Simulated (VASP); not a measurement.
**W: relaxation of cell and atoms with BLYP**

The system is W.

```
CELL_PARAMETERS angstrom
-1.58234 1.58234 1.58234
1.58234 -1.58234 1.58234
1.58234 1.58234 -1.58234
ATOMIC_POSITIONS crystal
W 0.00000 0.00000 0.00000
```

```
Program                : VASP 6.6.1
Task                   : relaxation of cell and atoms
Functional             : BLYP
Potentials or basis    : VASP PAW PBE potentials, release 64 (W_sv)
Cutoff                 : 600 eV
k mesh                 : 14 × 14 × 14
Occupations            : fermi-dirac, width 0.1 eV
Spin                   : no spin polarisation
Dipole correction      : no
Further INCAR settings : ALGO = Normal; EDIFF = 1e-07; IBRION = 2; EDIFFG = -0.01; NSW = 80; ISIF = 3
```

The relaxed volume is 16.79 Å³/atom. The relaxed cell is a = 2.794 Å, b = 2.794 Å, c = 2.794 Å, α = 109.47°, β = 109.47°, γ = 109.47°. The space group after relaxing (to 0.1 Å) is Im-3m (No. 229) and the energy gained by relaxing is 49.9 meV/atom. The ionic steps are 4 and the pressure after relaxing is -0.1 GPa. The band gap on the k mesh is zero (bands 7 and 8 overlap by 5.88 eV).

The path:
```
step  energy change (eV)  largest force (eV/Å)  pressure (GPa)  volume (Å³)
   1              0.0000                0.0000           17.88        15.85
   2              0.3871                0.0000          -33.96        20.26
   3             -0.0496                0.0000           -1.26        16.87
   4             -0.0499                0.0000           -0.09        16.79
```

Final structure:
```xyz
1
Lattice="-1.6132 1.6132 1.6132 1.6132 -1.6132 1.6132 1.6132 1.6132 -1.6132" Properties=species:S:1:pos:R:3 pbc="T T T"
W     0.0000    0.0000    0.0000
```

Levels at points of the mesh, in eV from the Fermi level:
```tsv
k point	band 5	band 6	band 7	band 8	band 9	band 10
(0.00, 0.00, 0.00)	-9.17	-1.28	-1.28	-1.28	2.01	2.01
(0.50, 0.00, 0.00)	-5.90	-3.41	0.73	1.85	2.74	5.48
(0.50, 0.50, 0.50)	-5.40	-5.40	4.59	4.59	4.59	7.95
```

Wall time 82 s on 1 thread of Intel(R) Xeon(R) Platinum 8259CL CPU @ 2.50GHz (Skylake/Cascade Lake), on a shared host, peak memory 0.16 GiB.

Caveat: the PAW data sets were made with another functional, which shifts forces and pressure a little; spin-orbit coupling is left out, which moves the levels of the heavy elements. Zero-point motion and thermal expansion aren't in these numbers.
